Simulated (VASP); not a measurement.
Input of a VASP 6.6.1 run:

File INCAR:

```
  PREC = Accurate
  ENCUT = 520
  EDIFF = 1E-6
  ISMEAR = -1
  SIGMA = 0.1
  LREAL = F
  LASPH = T
  NELM = 60
  ALGO = Normal
  ISIF = 2
  LWAVE = F
  LCHARG = F
  GGA = PE
  NBANDS = 13
```

The input KPOINTS:

```
Automatic mesh
0
Gamma
  23 23 23
```

File POSCAR:

```
Mo
1.0
   -1.6422606362      1.6422606362      1.6422606362
    1.6422606362     -1.6422606362      1.6422606362
    1.6422606362      1.6422606362     -1.6422606362
Mo
1
Direct
    0.0000000000      0.0000000000      0.0000000000
```

Potentials or basis: VASP PAW PBE potentials, release 64 (Mo_sv).

Run with:

```sh
$ cat potpaw_PBE.64/Mo_sv/POTCAR > POTCAR
$ mpirun -np 1 vasp_std > vasp.out
```

Question: Predict the pressure.

Answer: -23.0 GPa.

Question: What does it give for the band gap on the k mesh?

Answer: Zero (band 7 reaches 13.89 eV, above the bottom of band 8 at 9.53 eV).
